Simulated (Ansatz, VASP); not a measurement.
One calculation of Ag, two programs

```
Ag
1.0
     1.43335   -2.48292    0.00000
     1.43335    2.48292    0.00000
     0.00000    0.00000    4.69295
Ag
2
Direct
  0.66658 0.33342 0.25000
  0.33342 0.66658 0.75000
```

Alike in both runs: functional PBEsol; k mesh 16 × 16 × 10; occupations gaussian, width 0.1 eV; no spin polarisation.

Ansatz relaxed the structure, and its values are those at the end. VASP's run is a single point on that final structure, the one shown.

|  | VASP | Ansatz |
| --- | --- | --- |
| version | VASP 6.6.1 | Ansatz 0.2.0 |
| potentials or method | VASP PAW PBE potentials, release 64 (Ag), cutoff 520 eV | scalar-relativistic, plane waves, PAW |
| valence electrons in the cell | 22 | 38 |

|  | VASP | Ansatz | Ansatz less VASP |
| --- | --- | --- | --- |
| gap on the k mesh at the Fermi level (eV) | none | none | - |
| pressure (GPa) | -0.2 | 0.0 | +0.22 |

VASP's potentials were made for PBE, not for PBEsol. A gap of «none» marks a metal or a gap that the smearing closes. VASP's potentials hold 22 valence electrons a cell and Ansatz's 38, so a difference there can come from the potentials and not from the codes.
